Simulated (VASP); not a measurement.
# InO in VASP: notebook, part 2 of 2

VASP 6.6.1. The steps go on from the part before.

**4. Single point, PBE+D3(BJ) (strain +0.050 along x and y, -0.050 along z)**

The input, INCAR:

```
PREC = Accurate
ENCUT = 520
EDIFF = 1E-6
ISMEAR = 0
SIGMA = 0.05
LREAL = F
LASPH = T
NELM = 80
ALGO = Normal
ISIF = 2
LWAVE = F
LCHARG = F
GGA = PE
IVDW = 12
NBANDS = 27
```

The input, KPOINTS:

```
regular mesh
0
Gamma
  12 12 2
```

The input, POSCAR:

```
InO
1.0
    3.6012723468      0.0000000000      0.0000000000
   -1.8006361734      3.1187933383      0.0000000000
    0.0000000000      0.0000000000     15.0594211205
In O
2 2
Direct
    0.6666666667      0.3333333333      0.5895266171
    0.6666666667      0.3333333333      0.4104733829
    0.0000000000      0.0000000000      0.6398766429
    0.0000000000      0.0000000000      0.3601233571
```

Potentials or basis: VASP PAW PBE potentials, release 64 (In_d, O).

The run is started by

```console
$ cat potpaw_PBE.64/In_d/POTCAR potpaw_PBE.64/O/POTCAR > POTCAR
$ mpirun -np 1 vasp_std > vasp.out
```

OUTCAR:

```text
PREC = Accurate
   ENCUT = 520
   EDIFF = 1E-6
   ISMEAR = 0
   LREAL = F
   LASPH = T
   NELM = 80
   ISIF = 2
   GGA = PE
   IVDW = 12
 IVDW          = 12

 ion  position               nearest neighbor table
   1  0.667  0.333  0.590-   3 2.21   3 2.21   3 2.21   2 2.70
   2  0.667  0.333  0.410-   4 2.21   4 2.21   4 2.21   1 2.70
   3  0.000  0.000  0.640-   1 2.21   1 2.21   1 2.21
   4  0.000  0.000  0.360-   2 2.21   2 2.21   2 2.21

[... 919 lines left out ...]

 Edisp (eV)   -0.53618

 E8    (eV) :    -0.2515

  FORCE on cell =-STRESS in cart. coord.  units (eV):
  Direction    XX          YY          ZZ          XY          YZ          ZX
  --------------------------------------------------------------------------------------
  -------------------------------------------------------------------------------------
  Total      -4.90410    -4.90410     1.64745     0.00000     0.00000     0.00000
  in kB     -46.45356   -46.45356    15.60526     0.00000     0.00000     0.00000
  external pressure =      -25.77 kB  Pullay stress =        0.00 kB

 VOLUME and BASIS-vectors are now :
 -----------------------------------------------------------------------------
  energy-cutoff  :      520.00
  volume of cell :      169.14
      direct lattice vectors                 reciprocal lattice vectors
     3.601272347  0.000000000  0.000000000     0.277679638  0.160318413  0.000000000
    -1.800636173  3.118793338  0.000000000     0.000000000  0.320636827  0.000000000
     0.000000000  0.000000000 15.059421120     0.000000000  0.000000000  0.066403615

 POSITION                                       TOTAL-FORCE (eV/Angst)
 -----------------------------------------------------------------------------------
      1.80064      1.03960      8.87793         0.000000      0.000000      1.253695
      1.80064      1.03960      6.18149         0.000000     -0.000000     -1.253695
      0.00000      0.00000      9.63617        -0.000000     -0.000000     -0.390703
      0.00000      0.00000      5.42325        -0.000000     -0.000000      0.390703
 -----------------------------------------------------------------------------------
    total drift:                                0.000001     -0.000001      0.000000

  FREE ENERGIE OF THE ION-ELECTRON SYSTEM (eV)
  ---------------------------------------------------
  free  energy   TOTEN  =       -19.7157809662 eV

  energy  without entropy=      -19.7157809653  energy(sigma->0) =      -19.71578097
```

stdout:

```text
POSCAR found type information on POSCAR InO
 POSCAR found :  2 types and       4 ions
 scaLAPACK will be used
 LDA part: xc-table for (Slater+PW92), standard interpolation
 POSCAR, INCAR and KPOINTS ok, starting setup
 FFT: planning ... GRIDC
 FFT: planning ... GRID_SOFT
 FFT: planning ... GRID
 WAVECAR not read
 entering main loop
```

It took 5 min on 1 thread of Intel Xeon 6975P-C, shared host; peak memory 0.36 GiB.

Results:

* Free energy: -19.7158 eV
* Largest force: 1.254 eV/Å
* Band gap on the k mesh: 0.38 eV, indirect (least direct gap 0.85 eV)
* Dispersion energy per atom: -0.134 eV

Forces on the atoms (eV/Å):
```
In   0.000  0.000  1.254
In   0.000  0.000 -1.254
O    0.000  0.000 -0.391
O    0.000  0.000  0.391
```

Levels at points of the mesh, in eV from the valence-band top:
| k point | band 15 | band 16 | band 17 | band 18 | band 19 | band 20 | band 21 | band 22 | band 23 | band 24 |
| --- | --- | --- | --- | --- | --- | --- | --- | --- | --- | --- |
| (0.00, 0.00, 0.00) | -1.50 | -1.50 | -1.45 | -1.45 | -0.48 | 0.38 | 3.34 | 6.26 | 6.40 | 8.32 |
| (0.50, 0.00, 0.00) | -2.31 | -2.25 | -2.16 | -1.43 | -0.19 | 2.37 | 3.94 | 5.80 | 6.38 | 7.61 |
| (0.00, 0.00, 0.50) | -1.50 | -1.50 | -1.45 | -1.45 | -0.48 | 0.38 | 3.34 | 6.04 | 6.83 | 7.77 |
| (0.50, 0.00, 0.50) | -2.31 | -2.25 | -2.16 | -1.43 | -0.19 | 2.37 | 3.94 | 5.80 | 6.39 | 7.61 |

Caveat: the cell differs from its parent crystal (strain +0.050 along x and y, -0.050 along z); spin-orbit coupling is left out, which moves the levels of the heavy elements.

**5. Single point, PBE+D3(BJ) (strain +0.000 along x and y, +0.050 along z)**

The input, INCAR:

```
SYSTEM = InO
PREC = Accurate
ENCUT = 520
EDIFF = 1E-7
ISMEAR = 0
SIGMA = 0.05
LREAL = .FALSE.
LASPH = .TRUE.
NELM = 100
ALGO = Normal
ISIF = 2
LWAVE = .FALSE.
LCHARG = .TRUE.
GGA = PE
IVDW = 12
LELF = .TRUE.
LVHAR = .TRUE.
NBANDS = 27
```

The input, KPOINTS:

```
Automatic mesh
0
G
  12 12 2
  0 0 0
```

The input, POSCAR:

```
InO
1.0
    3.4297831874      0.0000000000      0.0000000000
   -1.7148915937      2.9702793698      0.0000000000
    0.0000000000      0.0000000000     16.6446233437
In O
2 2
Direct
    0.6666666667      0.3333333333      0.5895266171
    0.6666666667      0.3333333333      0.4104733829
    0.0000000000      0.0000000000      0.6398766429
    0.0000000000      0.0000000000      0.3601233571
```

The run is started by

```console
$ cat potpaw_PBE.64/In_d/POTCAR potpaw_PBE.64/O/POTCAR > POTCAR
$ mpirun -np 1 vasp_std > vasp.out
```

Wall time 5.8 min (1 thread of Intel Xeon 6975P-C, shared host); peak memory 0.39 GiB.

It converged, with:

```
Free energy                : -19.9413 eV
Largest force              : 0.301 eV/Å
Band gap on the k mesh     : 0.24 eV, indirect (least direct gap 1.08 eV)
Dispersion energy per atom : -0.141 eV
```

Forces on the atoms (eV/Å):
```
In   0.000  0.000 -0.249
In   0.000  0.000  0.249
O    0.000  0.000 -0.301
O    0.000  0.000  0.301
```

Levels at points of the mesh, in eV from the valence-band top:
```
           k point  band 17  band 18  band 19  band 20  band 21  band 22
(0.00, 0.00, 0.00)    -1.74    -1.74    -0.85     0.24     3.11     6.07
(0.50, 0.00, 0.00)    -2.53    -2.14    -0.31     2.19     3.82     4.93
(0.00, 0.00, 0.50)    -1.74    -1.74    -0.85     0.24     3.12     5.92
(0.50, 0.00, 0.50)    -2.53    -2.14    -0.30     2.19     3.82     4.93
```

Caveat: the cell differs from its parent crystal (strain +0.000 along x and y, +0.050 along z); spin-orbit coupling is left out, which moves the levels of the heavy elements.

**6. Single point, PBE+D3(BJ) (strain +0.025 along x and y, +0.000 along z)**

The input, INCAR:

```
PREC = Accurate ; ENCUT = 520
EDIFF = 1E-6 ; ISMEAR = 0
SIGMA = 0.05 ; LREAL = F
LASPH = T ; NELM = 60
ALGO = Normal ; ISIF = 2
LWAVE = F ; LCHARG = F
GGA = PE ; IVDW = 12
NBANDS = 27
```

The input, KPOINTS:

```
regular mesh
0
Gamma
  12 12 2
```

The input, POSCAR:

```
InO
1.0
    3.5155277671      0.0000000000      0.0000000000
   -1.7577638836      3.0445363540      0.0000000000
    0.0000000000      0.0000000000     15.8520222321
In O
2 2
Direct
    0.6666666667      0.3333333333      0.5895266171
    0.6666666667      0.3333333333      0.4104733829
    0.0000000000      0.0000000000      0.6398766429
    0.0000000000      0.0000000000      0.3601233571
```

Potentials or basis: VASP PAW PBE potentials, release 64 (In_d, O).

The run is started by

```console
$ cat potpaw_PBE.64/In_d/POTCAR potpaw_PBE.64/O/POTCAR > POTCAR
$ mpirun -np 1 vasp_std > vasp.out
```

It took 4.2 min on 1 thread of Intel Xeon 6975P-C, shared host; peak memory 0.39 GiB.

Results (log left out):

```
Free energy                : -19.9279 eV
Largest force              : 0.384 eV/Å
Band gap on the k mesh     : 0.43 eV, indirect (least direct gap 0.97 eV)
Dispersion energy per atom : -0.137 eV
```

Forces in eV/Å, atoms in the order of the input:
```
In   0.000  0.000  0.384
In   0.000  0.000 -0.384
O    0.000  0.000 -0.371
O    0.000  0.000  0.371
```

Levels at points of the mesh, in eV from the valence-band top:
```tsv
k point	band 15	band 16	band 17	band 18	band 19	band 20	band 21	band 22	band 23	band 24
(0.00, 0.00, 0.00)	-1.53	-1.53	-1.49	-1.49	-0.54	0.43	3.31	6.34	6.35	8.26
(0.50, 0.00, 0.00)	-2.36	-2.35	-2.25	-1.68	-0.16	2.38	4.02	5.47	6.72	8.01
(0.00, 0.00, 0.50)	-1.53	-1.53	-1.49	-1.49	-0.54	0.43	3.31	6.10	6.81	7.50
(0.50, 0.00, 0.50)	-2.36	-2.35	-2.25	-1.68	-0.16	2.38	4.02	5.47	6.72	8.01
```

Caveat: the cell differs from its parent crystal (strain +0.025 along x and y, +0.000 along z); spin-orbit coupling is left out, which moves the levels of the heavy elements.

**7. Overview**

| cell | gap on the mesh (eV) | largest force (eV/Å) |
| --- | --- | --- |
| a = 3.430, b = 3.430, c = 16.248 Å, angles 90.0, 90.0, 120.0°, 4 atoms | 0.33 | 0.17 |
| a = 3.516, b = 3.516, c = 15.456 Å, angles 90.0, 90.0, 120.0°, 4 atoms | 0.50 | 0.61 |
| a = 3.601, b = 3.601, c = 15.059 Å, angles 90.0, 90.0, 120.0°, 4 atoms | 0.38 | 1.25 |
| a = 3.430, b = 3.430, c = 16.645 Å, angles 90.0, 90.0, 120.0°, 4 atoms | 0.24 | 0.30 |
| a = 3.516, b = 3.516, c = 15.852 Å, angles 90.0, 90.0, 120.0°, 4 atoms | 0.43 | 0.38 |

Alike in all rows: task single point; level PBE+D3(BJ); potentials or basis VASP PAW PBE potentials, release 64 (In_d, O); no spin polarisation; k mesh 12 × 12 × 2; cutoff (eV) 520; smearing gaussian 0.05 eV.

Caveats: spin-orbit coupling is left out, which moves the levels of the heavy elements.

Total energies depend on the potentials used, so only differences within one code and one set of settings carry meaning.
